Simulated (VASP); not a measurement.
**LiH3: single point with PBE**

The system is LiH3.

```
Li H
1.0
    -1.76879    1.76879    1.76879
     1.76879   -1.76879    1.76879
     1.76879    1.76879   -1.76879
Li H
1 3
Direct
  0.00000 0.00000 0.00000
  0.00000 0.50000 0.50000
  0.50000 0.00000 0.50000
  0.50000 0.50000 0.00000
```

```yaml
Program: VASP 6.6.1
Task: single point
Functional: PBE
Potentials_or_basis: VASP PAW PBE potentials, release 64 (Li_sv, H)
Cutoff: 520 eV
k_mesh: 6 × 6 × 6
Occupations: gaussian, width 0.1 eV
Spin: no spin polarisation
```

The band gap on the k mesh is zero (band 3 reaches 5.65 eV, above the bottom of band 4 at -0.18 eV).

Levels at points of the mesh, in eV from the Fermi level:
| k point | band 1 | band 2 | band 3 | band 4 | band 5 | band 6 | band 7 | band 8 |
| --- | --- | --- | --- | --- | --- | --- | --- | --- |
| (0.00, 0.00, 0.00) | -45.98 | -10.10 | 3.88 | 3.88 | 12.14 | 12.14 | 12.14 | 15.04 |
| (0.50, 0.00, 0.00) | -45.96 | -6.67 | -3.78 | 1.45 | 8.19 | 9.90 | 10.12 | 15.52 |
| (0.50, 0.50, 0.50) | -45.95 | -3.37 | -3.37 | 3.08 | 3.08 | 3.08 | 3.81 | 22.90 |

It took 2.6 s on 1 thread of Intel(R) Xeon(R) 6975P-C (Granite Rapids), on a shared host, peak memory 0.13 GiB.

Caveat: the k points lie up to 0.42 Å⁻¹ apart.
